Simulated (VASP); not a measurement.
V, 1 atom in the cell. It takes space group Im-3m (No. 229, cubic). Conventional cell: a = 3.029 Å, b = 3.029 Å, c = 3.029 Å, α = 90.00°, β = 90.00°, γ = 90.00°. Within 3.5 Å of V (site symmetry m-3m) lie 14 V at 2.62 to 3.03 Å. 

```yaml
Program: VASP 6.6.1
Task: single point
Functional: PBE
Potentials_or_basis: VASP PAW PBE potentials, release 64 (V_sv)
Cutoff: 520 eV
k_mesh: 12 × 12 × 12
Occupations: fermi-dirac, width 0.05 eV
Spin: collinear spin, ferromagnetic start
Starting_moments: "[2.0] μB"
Dipole_correction: no
Further_INCAR_settings: ALGO = Fast; EDIFF = 1e-07; NBANDS = 16
```

Potentials or basis: VASP PAW PBE potentials, release 64 (V_sv).

Command:

```sh
$ cat potpaw_PBE.64/V_sv/POTCAR > POTCAR
$ mpirun -np 1 vasp_std > vasp.out
```

Hardware: 1 thread of Intel(R) Xeon(R) Platinum 8259CL CPU @ 2.50GHz (Skylake/Cascade Lake), on a shared host.

**Question.** How long does it take, and how much memory?

**Answer.** It took 53 s on 1 thread of Intel(R) Xeon(R) Platinum 8259CL CPU @ 2.50GHz (Skylake/Cascade Lake), on a shared host, peak memory 0.14 GiB. Counts: scf iterations 18, k points 72.
